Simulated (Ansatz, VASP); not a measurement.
ScMo3 in VASP and in Ansatz

File INCAR:

```
SYSTEM = ScMo3
  PREC = Accurate
  ENCUT = 600
  EDIFF = 1E-6
  ISMEAR = 0
  SIGMA = 0.1
  LREAL = .False.
  LASPH = .True.
  NELM = 60
  ALGO = Fast
  ISIF = 3
  LWAVE = .False.
  LCHARG = .False.
  GGA = PE
  IBRION = 2
  NSW = 100
  EDIFFG = -0.01
```

The input KPOINTS:

```
Automatic mesh
0
Gamma
  12 12 12
  0 0 0
```

The input POSCAR:

```
ScMo3
1.0
    4.0906295203      0.0000000000      0.0000000000
    0.0000000000      4.0906295203      0.0000000000
    0.0000000000      0.0000000000      4.0906295203
Sc Mo
1 3
Direct
    0.0000000000      0.0000000000      0.0000000000
    0.0000000000      0.5000000000      0.5000000000
    0.5000000000      0.0000000000      0.5000000000
    0.5000000000      0.5000000000      0.0000000000
```

Input for Ansatz:

```yaml
crystal:
  lattice:
    - [4.0906295203, 0.0, 0.0]
    - [0.0, 4.0906295203, 0.0]
    - [0.0, 0.0, 4.0906295203]
  atoms:
    - { symbol: Sc, position: [0.0, 0.0, 0.0] }
    - { symbol: Mo, position: [0.0, 0.5, 0.5] }
    - { symbol: Mo, position: [0.5, 0.0, 0.5] }
    - { symbol: Mo, position: [0.5, 0.5, 0.0] }
basis:
  ecutwfc: 420
kpoints:
  mp_grid: { grid: [12, 12, 12] }
hamiltonian:
  xc: pbe
scf:
  occupations: { method: gaussian, width: 0.1 }
output:
  forces: true
  stress: true
  eigenvalues: true
relax:
  adjacent_minimum: "off"
  f_tol: 0.01
  max_steps: 80
  cell: { stress_tol: 0.05 }
```

Alike in both runs: task relaxation of cell and atoms; functional PBE; k mesh 12 × 12 × 12; occupations gaussian, width 0.1 eV; no spin polarisation.

```csv
,VASP,Ansatz
version,VASP 6.6.1,Ansatz 0.2.0
potentials or method,"VASP PAW PBE potentials, release 64 (Sc_sv, Mo_sv), cutoff 600 eV","scalar-relativistic, plane waves, PAW"
valence electrons in the cell,53,53
```

```csv
,VASP,Ansatz,Ansatz less VASP
"gap on the k mesh at the Fermi level, each at its own relaxed structure (eV)",none,none,-
relaxed volume (Å³/atom),17.20,17.17,-0.030
relaxed length of the cell vector where the two differ most in proportion (Å),4.097,4.095,-0.0024
```

A gap of «none» marks a metal or a gap that the smearing closes.
